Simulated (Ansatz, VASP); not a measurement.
## Be5Ir: VASP beside Ansatz

INCAR

```
PREC     = Accurate       # precision mode
ENCUT    = 520            # plane-wave cutoff, eV
EDIFF    = 1E-7           # SCF threshold, eV
ISMEAR   = 0              # smearing method
SIGMA    = 0.1            # smearing width, eV
LREAL    = F              # projectors in reciprocal space
LASPH    = T              # aspherical terms in the spheres
NELM     = 80             # most SCF steps
ALGO     = Normal         # electronic algorithm
ISIF     = 2              # what is computed and relaxed
LWAVE    = F              # write WAVECAR
LCHARG   = F              # write CHGCAR
GGA      = PE             # functional
NBANDS   = 18             # bands
```

File KPOINTS:

```
Automatic mesh
0
Gamma
  6 6 6
```

POSCAR

```
Be5Ir
1.0
    4.1994099950      0.0000000000      0.0000000000
   -2.0997049975      3.6367957366      0.0000000000
    0.0000000000      0.0000000000      3.5276257317
Be Ir
5 1
Direct
    0.6666666667      0.3333333333      0.5000000000
    0.3333333333      0.6666666667      0.5000000000
    0.0000000000      0.6015351030      0.0000000000
    0.6015351030      0.0000000000      0.0000000000
    0.3984648970      0.3984648970      0.0000000000
    0.0000000000      0.0000000000      0.5000000000
```

Input for Ansatz:

```yaml
crystal:
  lattice:
    - [4.199409995, 0.0, 0.0]
    - [-2.0997049975, 3.6367957366, 0.0]
    - [0.0, 0.0, 3.5276257317]
  atoms:
    - { symbol: Be, position: [0.6666666667, 0.3333333333, 0.5] }
    - { symbol: Be, position: [0.3333333333, 0.6666666667, 0.5] }
    - { symbol: Be, position: [0.0, 0.601535103, 0.0] }
    - { symbol: Be, position: [0.601535103, 0.0, 0.0] }
    - { symbol: Be, position: [0.398464897, 0.398464897, 0.0] }
    - { symbol: Ir, position: [0.0, 0.0, 0.5] }
basis:
  ecutwfc: 420
kpoints:
  mp_grid: { grid: [6, 6, 6] }
hamiltonian:
  xc: pbe
scf:
  occupations: { method: gaussian, width: 0.1 }
  lower_state_search: "off"
output:
  forces: true
  stress: true
  eigenvalues: true
```

Change from the starting cell: the structure that the rattled cell fell into.

Alike in both runs: task single point; functional PBE; k mesh 6 × 6 × 6; occupations gaussian, width 0.1 eV; no spin polarisation.

```csv
,VASP,Ansatz
version,VASP 6.6.1,Ansatz 0.2.0
potentials or method,"VASP PAW PBE potentials, release 64 (Be, Ir), cutoff 520 eV","scalar-relativistic, plane waves, PAW"
valence electrons in the cell,19,27
```

|  | VASP | Ansatz | Ansatz less VASP |
| --- | --- | --- | --- |
| gap on the k mesh at the Fermi level (eV) | none | none | - |
| pressure (GPa) | 0.3 | 0.1 | -0.21 |
| traceless stress, the component that is largest in VASP (GPa) | -0.35 | -0.39 | -0.038 |
| rms of the force components (eV/Å) | 0.005 | 0.005 | 0.0000 |

Atom by atom the forces differ by 0.000 eV/Å (rms over components). A gap of «none» marks a metal or a gap that the smearing closes. The functional is the same, so the differences come from potentials, cutoffs and numerics. VASP's potentials hold 19 valence electrons a cell and Ansatz's 27, so a difference there can come from the potentials and not from the codes.

Spin-orbit coupling is off throughout.
